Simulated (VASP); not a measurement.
# TaN (Pm-3m) in VASP: further runs

TaN is run at these levels: PBEsol+U, PBE; tasks: single point, vibrations by perturbation theory.

Program: VASP 6.6.1. These are calculated values, not measurements. Logs are shortened: lines on timing, memory, paths and dates and some standing lists are left out, and cuts for length are marked.

## (1) The cell of the first run

Symmetry: Pm-3m, No. 221, cubic system. The conventional cell has a = 2.732 Å, b = 2.732 Å, c = 2.732 Å, α = 90.00°, β = 90.00°, γ = 90.00°. Within 3.1 Å of Ta (site symmetry m-3m) lie 8 N at 2.37 Å and 6 Ta at 2.73 Å. N (site symmetry m-3m) has 8 Ta at 2.37 Å and 6 N at 2.73 Å within 3.1 Å.

## (2) Single point, PBEsol+U, collinear spin, ferromagnetic start

File INCAR:

```
PREC = Accurate
ENCUT = 520
EDIFF = 1E-6
ISMEAR = 0
SIGMA = 0.05
LREAL = False
LASPH = True
NELM = 150
ALGO = Normal
ISIF = 2
LWAVE = False
LCHARG = False
ISPIN = 2
MAGMOM = 0.5 0
LORBIT = 11
LMAXMIX = 4
LDAU = True
LDAUTYPE = 2
LDAUL = 2 -1
LDAUU = 4 0
LDAUJ = 0 0
LDAUPRINT = 1
GGA = PS
NBANDS = 19
```

File KPOINTS:

```
Automatic mesh
0
Gamma
  7 7 7
```

File POSCAR:

```
TaN
1.0
    2.7323076900      0.0000000000      0.0000000000
    0.0000000000      2.7323076900      0.0000000000
    0.0000000000      0.0000000000      2.7323076900
Ta N
1 1
Direct
    0.0000000000      0.0000000000      0.0000000000
    0.5000000000      0.5000000000      0.5000000000
```

Potentials or basis: VASP PAW PBE potentials, release 64 (Ta_pv, N).

The run is started by

```bash
$ cat potpaw_PBE.64/Ta_pv/POTCAR potpaw_PBE.64/N/POTCAR > POTCAR
$ mpirun -np 1 vasp_std > vasp.out
```

OUTCAR:

```text
PREC = Accurate
   ENCUT = 520
   EDIFF = 1E-6
   ISMEAR = 0
   LREAL = False
   LASPH = True
   NELM = 150
   ISIF = 2
   ISPIN = 2
   LORBIT = 11
   GGA = PS

 ion  position               nearest neighbor table
   1  0.000  0.000  0.000-   2 2.37   2 2.37   2 2.37   2 2.37   2 2.37   2 2.37   2 2.37   2 2.37

   2  0.500  0.500  0.500-   1 2.37   1 2.37   1 2.37   1 2.37   1 2.37   1 2.37   1 2.37   1 2.37

  LATTYP: Found a simple cubic cell.
 ALAT       =     2.7323076900

  Lattice vectors:

 A1 = (   2.7323076900,   0.0000000000,   0.0000000000)
 A2 = (   0.0000000000,   2.7323076900,   0.0000000000)
 A3 = (   0.0000000000,   0.0000000000,   2.7323076900)

Analysis of symmetry for initial positions (statically):
=====================================================================
 Subroutine PRICEL returns:
 Original cell was already a primitive cell.

 Routine SETGRP: Setting up the symmetry group for a
 simple cubic supercell.

 Subroutine GETGRP returns: Found 48 space group operations
 (whereof 48 operations were pure point group operations)
 out of a pool of 48 trial point group operations.

The static configuration has the point symmetry O_h .

Analysis of symmetry for dynamics (positions and initial velocities):
=====================================================================
 Subroutine PRICEL returns:
 Original cell was already a primitive cell.

 Routine SETGRP: Setting up the symmetry group for a
 simple cubic supercell.

 Subroutine GETGRP returns: Found 48 space group operations
 (whereof 48 operations were pure point group operations)
 out of a pool of 48 trial point group operations.

The dynamic configuration has the point symmetry O_h .

Analysis of structural, dynamic, and magnetic symmetry:
=====================================================================
 Subroutine PRICEL returns:
 Original cell was already a primitive cell.

 Routine SETGRP: Setting up the symmetry group for a
 simple cubic supercell.

 Subroutine GETGRP returns: Found 48 space group operations
 (whereof 48 operations were pure point group operations)
 out of a pool of 48 trial point group operations.

The overall configuration has the point symmetry O_h .

 Subroutine INISYM returns: Found 48 space group operations
 (whereof 48 operations are pure point group operations),
 and found     1 'primitive' translations

----------------------------------------------------------------------------------------

                                     Primitive cell

  volume of cell :      20.3981

  direct lattice vectors                    reciprocal lattice vectors
     2.732307690  0.000000000  0.000000000     0.365990991  0.000000000  0.000000000
     0.000000000  2.732307690  0.000000000     0.000000000  0.365990991  0.000000000
     0.000000000  0.000000000  2.732307690     0.000000000  0.000000000  0.365990991

  length of vectors
     2.732307690  2.732307690  2.732307690     0.365990991  0.365990991  0.365990991

  position of ions in fractional coordinates (direct lattice)
     0.000000000  0.000000000  0.000000000
     0.500000000  0.500000000  0.500000000

  ion indices of the primitive-cell ions
   primitive index   ion index
                 1           1
                 2           2

----------------------------------------------------------------------------------------

 KPOINTS: Automatic mesh

Automatic generation of k-mesh.
 Grid dimensions read from file:
 generate k-points for:    7    7    7

 Generating k-lattice:

  Cartesian coordinates                     Fractional coordinates (reciprocal lattice)
     0.052284427  0.000000000  0.000000000     0.142857143  0.000000000  0.000000000
     0.000000000  0.052284427  0.000000000     0.000000000  0.142857143  0.000000000
     0.000000000  0.000000000  0.052284427     0.000000000  0.000000000  0.142857143

  Length of vectors
     0.052284427  0.052284427  0.052284427

  Shift w.r.t. Gamma in fractional coordinates (k-lattice)
     0.000000000  0.000000000  0.000000000

 Subroutine IBZKPT returns following result:
 ===========================================

 Found     20 irreducible k-points:

 Following reciprocal coordinates:
            Coordinates               Weight
  0.000000  0.000000  0.000000      1.000000
  0.142857  0.000000  0.000000      6.000000
  0.285714  0.000000  0.000000      6.000000
  0.428571  0.000000  0.000000      6.000000
  0.142857  0.142857  0.000000     12.000000
  0.285714  0.142857  0.000000     24.000000
[... 12 lines left out ...]
  0.428571  0.428571  0.285714     24.000000
  0.428571  0.428571  0.428571      8.000000
   k-points           NKPTS =     20   k-points in BZ     NKDIM =     20   number of bands    NBANDS=     19
   number of dos      NEDOS =    301   number of ions     NIONS =      2
   total plane-waves  NPLWV =   8000
   dimension x,y,z NGX =    20 NGY =   20 NGZ =   20
   dimension x,y,z NGXF=    40 NGYF=   40 NGZF=   40
   ions per type =               1   1
   NGX,Y,Z   is equivalent  to a cutoff of  12.17, 12.17, 12.17 a.u.
   NGXF,Y,Z  is equivalent  to a cutoff of  24.34, 24.34, 24.34 a.u.
 SYSTEM =  unknown system
   PREC   = accura    normal or accurate (medium, high low for compatibility)
   ISTART =      0    job   : 0-new  1-cont  2-samecut
   ICHARG =      2    charge: 1-file 2-atom 10-const
   ISPIN  =      2    spin polarized calculation?
   LNONCOLLINEAR =      F non collinear calculations
   LSORBIT =      F    spin-orbit coupling
   LASPH  =      T    aspherical Exc in radial PAW
   ENCUT  =  520.0 eV  38.22 Ry    6.18 a.u.   5.08  5.08  5.08*2*pi/ulx,y,z
   NELM   =    150;   NELMIN=  2; NELMDL= -5     # of ELM steps
   EDIFF  = 0.1E-05   stopping-criterion for ELM
   LREAL  =      F    real-space projection
   EDIFFG = 0.1E-04   stopping-criterion for IOM
   NSW    =      0    number of steps for IOM
   IBRION =     -1    ionic relax: 0-MD 1-quasi-New 2-CG
   NFREE  =      0    steps in history (QN), initial steepest desc. (CG)
   ISIF   =      2    stress and relaxation
   ISYM   =      2    0-nonsym 1-usesym 2-fastsym
   POTIM  = 0.5000    time-step for ionic-motion
   TEBEG  =    0.0;   TEEND  =   0.0 temperature during run
   PSTRESS=    0.0 pullay stress
   NELECT =      16.0000    total number of electrons
   NUPDOWN=      -1.0000    fix difference up-down
   EMIN   =  10.00;   EMAX   =-10.00  energy-range for DOS
   EFERMI =   0.00;   METHOD = LEGACY
   ISMEAR =     0;   SIGMA  =   0.05  broadening in eV -4-tet -1-fermi 0-gaus
   EFERMI_NEDOS =   21; number of points for ismear=-14 and -15
   IALGO  =     38    algorithm
   IMIX   =      4    mixing-type and parameters
     AMIX     =   0.40;   BMIX     =  1.00
     AMIX_MAG =   1.60;   BMIX_MAG =  1.00
  volume/ion in A,a.u.               =      10.20        68.83
  Fermi-wavevector in a.u.,A,eV,Ry     =   1.509797  2.853103 31.014303  2.279487
  Thomas-Fermi vector in A             =   2.620072
   LORBIT       =     11    0 simple, 1 ext, 2 COOP (PROOUT), +10 PAW based schemes
 LDA+U is selected, type is set to LDAUTYPE =  2
   angular momentum for each species LDAUL =     2   -1
   U (eV)           for each species LDAUU =   4.0  0.0
   J (eV)           for each species LDAUJ =   0.0  0.0
   GGA     = PS    functional components
   LHFCALC =     F    Hartree Fock is set to
   AEXX    =    0.0000 exact exchange contribution
   IVDW    =     0    specifies the selected vdW correction
   LEPSILON=     F    determine dielectric tensor
   LRPA    =     F    only Hartree local field effects (RPA)
 spin polarized calculation
 Gauss-broadening in eV      SIGMA  =   0.05
  energy-cutoff  :      520.00
  volume of cell :       20.40
 maximum number of plane-waves:       556
   NGX = 11   NGY = 11   NGZ = 11

 number of electron      16.0000010 magnetization      -0.0081178

atom =   1  type =  1  l = 2

 onsite density matrix

spin component  1

  0.1517 -0.0000 -0.0000  0.0000 -0.0000
 -0.0000  0.1517  0.0000  0.0000 -0.0000
 -0.0000  0.0000  0.4336  0.0000 -0.0000
  0.0000  0.0000  0.0000  0.1517  0.0000
 -0.0000 -0.0000 -0.0000  0.0000  0.4336

spin component  2

  0.1460 -0.0000 -0.0000  0.0000  0.0000
 -0.0000  0.1460  0.0000  0.0000 -0.0000
 -0.0000  0.0000  0.3604  0.0000 -0.0000
  0.0000  0.0000  0.0000  0.1460  0.0000
  0.0000 -0.0000 -0.0000  0.0000  0.3604

 occupancies and eigenvectors

  o =  0.1460  v =  0.0000  0.0000  0.0000  0.0000  0.0000  0.0000 -0.0243  0.0000  0.9997 -0.0000      0.0000  0.0000  0.0000  0.0000  0.0000  0.0000  0.0000  0.0000  0.0000  0.0000
  o =  0.1460  v =  0.0000  0.0000  0.0000  0.0000  0.0000  0.0000  0.9997 -0.0000  0.0243  0.0000      0.0000  0.0000  0.0000  0.0000  0.0000  0.0000  0.0000  0.0000  0.0000  0.0000
  o =  0.1460  v =  0.0000  0.0000  0.0000  0.0000  0.0000  1.0000  0.0000  0.0000  0.0000  0.0000      0.0000  0.0000  0.0000  0.0000  0.0000  0.0000  0.0000  0.0000  0.0000  0.0000
  o =  0.1517  v =  0.0000  0.0403  0.0000  0.9992 -0.0000  0.0000  0.0000  0.0000  0.0000  0.0000      0.0000  0.0000  0.0000  0.0000  0.0000  0.0000  0.0000  0.0000  0.0000  0.0000
  o =  0.1517  v =  0.0000  0.9992 -0.0000 -0.0403  0.0000  0.0000  0.0000  0.0000  0.0000  0.0000      0.0000  0.0000  0.0000  0.0000  0.0000  0.0000  0.0000  0.0000  0.0000  0.0000
  o =  0.1517  v =  1.0000  0.0000  0.0000  0.0000  0.0000  0.0000  0.0000  0.0000  0.0000  0.0000      0.0000  0.0000  0.0000  0.0000  0.0000  0.0000  0.0000  0.0000  0.0000  0.0000
  o =  0.3604  v =  0.0000  0.0000  0.0000  0.0000  0.0000  0.0000  0.0000 -0.0786 -0.0000 -0.9969      0.0000  0.0000  0.0000  0.0000  0.0000  0.0000  0.0000  0.0000  0.0000  0.0000
  o =  0.3604  v =  0.0000  0.0000  0.0000  0.0000  0.0000  0.0000  0.0000  0.9969 -0.0000 -0.0786      0.0000  0.0000  0.0000  0.0000  0.0000  0.0000  0.0000  0.0000  0.0000  0.0000
  o =  0.4336  v =  0.0000 -0.0000 -0.2374  0.0000 -0.9714  0.0000  0.0000  0.0000  0.0000  0.0000      0.0000  0.0000  0.0000  0.0000  0.0000  0.0000  0.0000  0.0000  0.0000  0.0000
  o =  0.4336  v =  0.0000  0.0000  0.9714 -0.0000 -0.2374  0.0000  0.0000  0.0000  0.0000  0.0000      0.0000  0.0000  0.0000  0.0000  0.0000  0.0000  0.0000  0.0000  0.0000  0.0000

 number of electron      16.0000010 magnetization       0.2151190

 Free energy of the ion-electron system (eV)
  ---------------------------------------------------
  ext. energy  EPLUGINS =         0.00000000
  ---------------------------------------------------
  free energy    TOTEN  =       -18.61814327 eV

  energy without entropy =      -18.61733987  energy(sigma->0) =      -18.61774157

 E-fermi :   9.9594     XC(G=0): -13.8895

 val. band max:        9.8868941088   @ k =   0.2857   0.1429   0.1429
 cond. band min:       9.9914361227   @ k =   0.4286   0.4286   0.2857
 fundamental gap:      0.1045420138
 Fermi energy:         9.9594148309

 spin component 1

 k-point     1 :       0.0000    0.0000    0.0000
  band No.  band energies     occupation
      1     -26.1213      1.00000
      2     -26.1213      1.00000
      3     -26.1213      1.00000
      4      -8.8699      1.00000
      5       4.4063      1.00000
      6       4.4063      1.00000
[... 11 lines left out ...]
     18      30.9878      0.00000
     19      30.9878      0.00000
[... 397 lines left out ...]
 k-point    20 :       0.4286    0.4286    0.4286
  band No.  band energies     occupation
      1     -26.9975      1.00000
      2     -26.9843      1.00000
      3     -26.9843      1.00000
      4      -4.9104      1.00000
      5       0.9515      1.00000
      6       0.9515      1.00000
[... 11 lines left out ...]
     18      34.3334      0.00000
     19      34.3334      0.00000
 Fermi energy:         9.9594148309

 spin component 2

 k-point     1 :       0.0000    0.0000    0.0000
  band No.  band energies     occupation
      1     -26.0197      1.00000
      2     -26.0197      1.00000
      3     -26.0197      1.00000
      4      -8.8356      1.00000
      5       4.8384      1.00000
      6       4.8384      1.00000
[... 11 lines left out ...]
     18      31.0760      0.00000
     19      31.0760      0.00000
[... 397 lines left out ...]
 k-point    20 :       0.4286    0.4286    0.4286
  band No.  band energies     occupation
      1     -26.8875      1.00000
      2     -26.8741      1.00000
      3     -26.8741      1.00000
      4      -4.8989      1.00000
      5       1.0083      1.00000
      6       1.0084      1.00000
[... 11 lines left out ...]
     18      34.3826      0.00000
     19      34.3826      0.00000

------------------------ aborting loop because EDIFF is reached ----------------------------------------

  FORCE on cell =-STRESS in cart. coord.  units (eV):
  Direction    XX          YY          ZZ          XY          YZ          ZX
  --------------------------------------------------------------------------------------
  -------------------------------------------------------------------------------------
  Total        1.3808130      1.3808130      1.3808130     -0.0000000     -0.0000000      0.0000000
  in kB      108.4567592    108.4567592    108.4567592     -0.0000000     -0.0000000      0.0000000
  external PRESSURE =     108.4567592 kB  Pullay stress =       0.0000000 kB

 VOLUME and BASIS-vectors are now :
 -----------------------------------------------------------------------------
  energy-cutoff  :      520.00
  volume of cell :       20.40
      direct lattice vectors                 reciprocal lattice vectors
     2.732307690  0.000000000  0.000000000     0.365990991  0.000000000  0.000000000
     0.000000000  2.732307690  0.000000000     0.000000000  0.365990991  0.000000000
     0.000000000  0.000000000  2.732307690     0.000000000  0.000000000  0.365990991

 POSITION                                       TOTAL-FORCE (eV/Angst)
 -----------------------------------------------------------------------------------
      0.00000      0.00000      0.00000         0.000000      0.000000      0.000000
      1.36615      1.36615      1.36615         0.000000      0.000000      0.000000
 -----------------------------------------------------------------------------------
    total drift:                                0.000000      0.000000      0.000000

  FREE ENERGIE OF THE ION-ELECTRON SYSTEM (eV)
  ---------------------------------------------------
  free  energy   TOTEN  =       -18.6181432654 eV

  energy  without entropy=      -18.6173398708  energy(sigma->0) =      -18.61774157

 total charge

# of ion       s       p       d       tot
------------------------------------------
    1        0.312   6.217   2.431   8.961
    2        1.220   2.476   0.000   3.696
--------------------------------------------------
tot          1.532   8.693   2.431  12.656

 magnetization (x)

# of ion       s       p       d       tot
------------------------------------------
    1        0.002   0.014   0.162   0.177
    2       -0.000   0.001   0.000   0.001
--------------------------------------------------
tot          0.001   0.015   0.162   0.178
```

Run time: 28 s. Hardware: 1 thread of Intel Xeon 6975P-C, shared host; peak memory 0.11 GiB.

What came out:

- Free energy: -18.6181 eV
- Pressure: 10.8 GPa
- Net moment: 0.22 μB per cell
- Site moments: Ta +0.18; N +0.00 μB
- Valence electrons inside the program's atomic spheres: Ta 8.96; N 3.70

Eigenvalues of the final occupation matrices:
```
    site  spin  trace               eigenvalues
site 1 d     1   1.32  0.15 0.15 0.15 0.43 0.43
site 1 d     2   1.16  0.15 0.15 0.15 0.36 0.36
```

Caveat: the PAW data sets were made with another functional, which shifts forces and pressure a little; spin-orbit coupling is left out, which moves the levels of the heavy elements. The state reached can hang on the start; a lower one may exist.

## (3) Single point, PBEsol+U, collinear spin, ferromagnetic start

File INCAR:

```
SYSTEM = TaN
  PREC = Accurate
  ENCUT = 520
  EDIFF = 1E-7
  ISMEAR = 0
  SIGMA = 0.05
  LREAL = .FALSE.
  LASPH = .TRUE.
  NELM = 150
  ALGO = Normal
  ISIF = 2
  LWAVE = .FALSE.
  LCHARG = .TRUE.
  ISPIN = 2
  MAGMOM = 0.5 0
  LORBIT = 11
  LMAXMIX = 4
  LDAU = .TRUE.
  LDAUTYPE = 2
  LDAUL = 2 -1
  LDAUU = 4 0
  LDAUJ = 0 0
  LDAUPRINT = 1
  GGA = PS
  LELF = .TRUE.
  LVHAR = .TRUE.
  NBANDS = 19
```

File KPOINTS:

```
Automatic mesh
0
G
  7 7 7
  0 0 0
```

POSCAR is that of step 2.

Potentials or basis: VASP PAW PBE potentials, release 64 (Ta_pv, N).

The run is started by

```bash
$ cat potpaw_PBE.64/Ta_pv/POTCAR potpaw_PBE.64/N/POTCAR > POTCAR
$ mpirun -np 1 vasp_std > vasp.out
```

Wall time 28 s (1 thread of Intel Xeon 6975P-C, shared host); peak memory 0.11 GiB.

Results (log left out):

```
Free energy                                           : -18.6181 eV
Pressure                                              : 10.8 GPa
Net moment                                            : 0.22 μB per cell
Site moments                                          : Ta +0.18; N +0.00 μB
Valence electrons inside the program's atomic spheres : Ta 8.96; N 3.70
```

Levels at points of the mesh, in eV from the Fermi level:
Spin up:
```tsv
k point	band 6	band 7	band 8	band 9	band 10	band 11
(0.00, 0.00, 0.00)	-5.55	-3.05	-3.05	-3.05	1.87	4.38
```
Spin down:
```csv
k point,band 5,band 6,band 7,band 8,band 9,band 10,band 11,band 12
"(0.00, 0.00, 0.00)",-5.12,-5.12,-3.03,-3.03,-3.03,1.99,4.49,4.49
```

Eigenvalues of the final occupation matrices:
```tsv
site	spin	trace	eigenvalues
site 1 d	1	1.32	0.15 0.15 0.15 0.43 0.43
site 1 d	2	1.16	0.15 0.15 0.15 0.36 0.36
```

Caveat: the PAW data sets were made with another functional, which shifts forces and pressure a little; spin-orbit coupling is left out, which moves the levels of the heavy elements. The state reached can hang on the start; a lower one may exist.

(Part 1 of 2 ends here.)
